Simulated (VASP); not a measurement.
Set up this calculation in VASP 6.6.1, as the native input.

* Task: single point
* Functional: SVWN5
* Potentials or basis: VASP PAW PBE potentials, release 64 (Si, C)
* Cutoff: 520 eV
* k mesh: 10 × 10 × 3
* Occupations: fermi-dirac, width 0.05 eV
* Spin: no spin polarisation
* Dipole correction: no
* Further INCAR settings: ALGO = Normal; EDIFF = 1e-07; NBANDS = 26

The structure of SiC lies in POSCAR:

```
SiC
1.0
    3.1360171929      0.0000000000      0.0000000000
   -1.5680085964      2.7158705557      0.0000000000
    0.0000000000      0.0000000000     10.2681602811
Si C
4 4
Direct
    0.0000000000      0.0000000000      0.1878943800
    0.0000000000      0.0000000000      0.6878943800
    0.3333333333      0.6666666667      0.4378419800
    0.6666666667      0.3333333333      0.9378419800
    0.0000000000      0.0000000000      0.0004600500
    0.0000000000      0.0000000000      0.5004600500
    0.3333333333      0.6666666667      0.2498025900
    0.6666666667      0.3333333333      0.7498025900
```

These files were run (other wordings do the same):

INCAR

```
PREC = Accurate
ENCUT = 520
EDIFF = 1E-7
ISMEAR = -1
SIGMA = 0.05
LREAL = F
LASPH = T
NELM = 100
ALGO = Normal
ISIF = 2
LWAVE = F
LCHARG = T
GGA = VW
LELF = T
LVHAR = T
NBANDS = 26
```

KPOINTS

```
Automatic mesh
0
Gamma
  10 10 3
```

Potentials or basis: VASP PAW PBE potentials, release 64 (Si, C).

Command:

```console
$ cat potpaw_PBE.64/Si/POTCAR potpaw_PBE.64/C/POTCAR > POTCAR
$ mpirun -np 1 vasp_std > vasp.out
```

It gave:

The pressure is -14.0 GPa and the largest force is 0.021 eV/Å. The band gap on the k mesh is 2.16 eV, indirect (least direct gap 3.27 eV).

Caveat: the PAW data sets were made with another functional, which shifts forces and pressure a little.

It took 39 s on 1 thread of Intel(R) Xeon(R) Platinum 8488C (Sapphire Rapids), on a shared host, peak memory 0.19 GiB.
